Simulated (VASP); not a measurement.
Here is a VASP 6.6.1 calculation.

Contents of INCAR:

```
SYSTEM = Pb
PREC = Accurate ; ENCUT = 520
EDIFF = 1E-6 ; ISMEAR = 0
SIGMA = 0.1 ; LREAL = .FALSE.
LASPH = .TRUE. ; NELM = 100
ALGO = Normal ; ISIF = 2
LWAVE = .FALSE. ; LCHARG = .FALSE.
NBANDS = 13
```

The input KPOINTS:

```
regular mesh
0
G
  6 6 6
  0 0 0
```

POSCAR

```
Pb
1.0
    0.0000000000      2.4750200000      2.4750200000
    2.4750200000      0.0000000000      2.4750200000
    2.4750200000      2.4750200000      0.0000000000
Pb
1
Direct
    0.0000000000      0.0000000000      0.0000000000
```

Potentials or basis: VASP PAW LDA potentials, release 64 (Pb_d).

Command:

```console
$ cat potpaw_LDA.64/Pb_d/POTCAR > POTCAR
$ mpirun -np 1 vasp_std > vasp.out
```

**Question.** Predict the pressure.

**Answer.** -1.1 GPa.

**Question.** What does it give for the band gap on the k mesh?

**Answer.** Zero (band 7 reaches 14.36 eV, above the bottom of band 8 at 5.47 eV).

Caveat: the k points lie up to 0.37 Å⁻¹ apart; spin-orbit coupling is left out, which moves the levels of the heavy elements.
